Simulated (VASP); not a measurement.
Al2O3:

```
Al O
1.0
    -4.56860    4.56860    4.56860
     4.56860   -4.56860    4.56860
     4.56860    4.56860   -4.56860
Al O
4 6
Direct
  0.75000 0.75000 0.75000
  0.50000 0.00000 0.75000
  0.00000 0.75000 0.50000
  0.75000 0.50000 0.00000
  0.62500 0.87500 0.75000
  0.87500 0.75000 0.62500
  0.75000 0.62500 0.87500
  0.25000 0.87500 0.62500
  0.62500 0.25000 0.87500
  0.87500 0.62500 0.25000
```

The cell was built from a structure type or drawn by symmetry, and may not be a known phase.

```yaml
Program: VASP 6.6.1
Task: relaxation of cell and atoms
Functional: PBE
Potentials_or_basis: VASP PAW PBE potentials, release 64 (Al, O)
Cutoff: 600 eV
k_mesh: 4 × 4 × 4
Occupations: gaussian, width 0.1 eV
Spin: no spin polarisation
```

At the start: pressure 7.2 GPa; volume 38.14 Å³/atom.

Where does the relaxation end?

Over 3 steps the energy falls by 104.5 meV/atom and the volume is 43.38 Å³/atom (+13.7 %); space group I4_132 (No. 214, to 0.1 Å) before and after.

The path:
```tsv
step	energy change (eV)	largest force (eV/Å)	pressure (GPa)	volume (Å³)
1	0.0000	0.0000	7.20	381.43
2	-0.3566	0.0000	-3.96	484.11
3	-1.0454	0.0000	-0.07	433.79
```

Final structure:
```
Al O
1.0
    -4.76876    4.76876    4.76876
     4.76876   -4.76876    4.76876
     4.76876    4.76876   -4.76876
Al O
4 6
Cartesian
  3.5766 3.5766 3.5766
  1.1922 5.9609 -1.1922
  5.9609 -1.1922 1.1922
  -1.1922 1.1922 5.9609
  4.7688 2.3844 3.5766
  2.3844 3.5766 4.7688
  3.5766 4.7688 2.3844
  5.9609 0.0000 2.3844
  2.3844 5.9609 0.0000
  0.0000 2.3844 5.9609
```
